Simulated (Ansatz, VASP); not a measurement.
**One calculation of CoO, two programs**

Contents of POSCAR:

```
CoO
1.0
    2.5958776645      0.0000000000      0.0000000000
    0.0000000000      2.5958776645      0.0000000000
    0.0000000000      0.0000000000      2.5958776645
Co O
1 1
Direct
    0.0000000000      0.0000000000      0.0000000000
    0.5000000000      0.5000000000      0.5000000000
```

File INCAR.step1:

```
SYSTEM = CoO
PREC = Accurate
ENCUT = 660
ISMEAR = 0
SIGMA = 0.02
LREAL = .FALSE.
LASPH = .TRUE.
NELM = 200
LMAXMIX = 4
LDAU = .TRUE.
LDAUTYPE = 2
LDAUL = 2 -1
LDAUU = 3.32 0
LDAUJ = 0 0
NBANDS = 18
GGA = PE
ALGO = Normal
EDIFF = 1E-5
LWAVE = .TRUE.
LCHARG = .FALSE.
GGA_COMPAT = .FALSE.
```

The input INCAR.step2:

```
SYSTEM = CoO
PREC = Accurate
ENCUT = 660
EDIFF = 1E-6
ISMEAR = 0
SIGMA = 0.02
LREAL = .FALSE.
LASPH = .TRUE.
NELM = 200
ALGO = Normal
ISIF = 2
LWAVE = .FALSE.
LCHARG = .FALSE.
LMAXMIX = 4
LDAU = .TRUE.
LDAUTYPE = 2
LDAUL = 2 -1
LDAUU = 3.32 0
LDAUJ = 0 0
LDAUPRINT = 1
METAGGA = R2SCAN
LMIXTAU = .TRUE.
NBANDS = 18
ISTART = 1
GGA_COMPAT = .FALSE.
```

The input KPOINTS:

```
Automatic mesh
0
G
  10 10 10
  0 0 0
```

Input for Ansatz:

```yaml
crystal:
  lattice:
    - [2.5958776645, 0.0, 0.0]
    - [0.0, 2.5958776645, 0.0]
    - [0.0, 0.0, 2.5958776645]
  atoms:
    - { symbol: Co, position: [0.0, 0.0, 0.0] }
    - { symbol: O, position: [0.5, 0.5, 0.5] }
basis:
  ecutwfc: 500
kpoints:
  mp_grid: { grid: [10, 10, 10] }
hamiltonian:
  xc: r2scan
  hubbard: { sites: [{ species: Co, l: d, u_eff: 3.32 }] }
scf:
  occupations: { method: gaussian, width: 0.02 }
output:
  forces: true
  stress: true
  eigenvalues: true
```

Alike in both runs: task single point; functional r2SCAN; k mesh 10 × 10 × 10; occupations gaussian, width 0.02 eV; no spin polarisation; Hubbard terms Co d U = 3.32 eV.

```csv
,VASP,Ansatz
version,VASP 6.6.1,Ansatz 0.2.0
potentials or method,"VASP PAW PBE potentials, release 64 (Co_sv, O), cutoff 660 eV","scalar-relativistic, plane waves, PAW"
valence electrons in the cell,23,23
```

Ansatz gave:

- gap on the k mesh at the Fermi level (eV): none
- pressure (GPa): -15.1

Q: Which values does VASP return?

A: gap on the k mesh at the Fermi level (eV): none; pressure (GPa): -17.7.

VASP's potentials were made for PBE, not for r2SCAN. The programs project onto different local orbitals, so the same U acts differently, and such runs can settle in different states. A gap of «none» marks a metal or a gap that the smearing closes. Ansatz's warnings: filled band counts differ across k points.
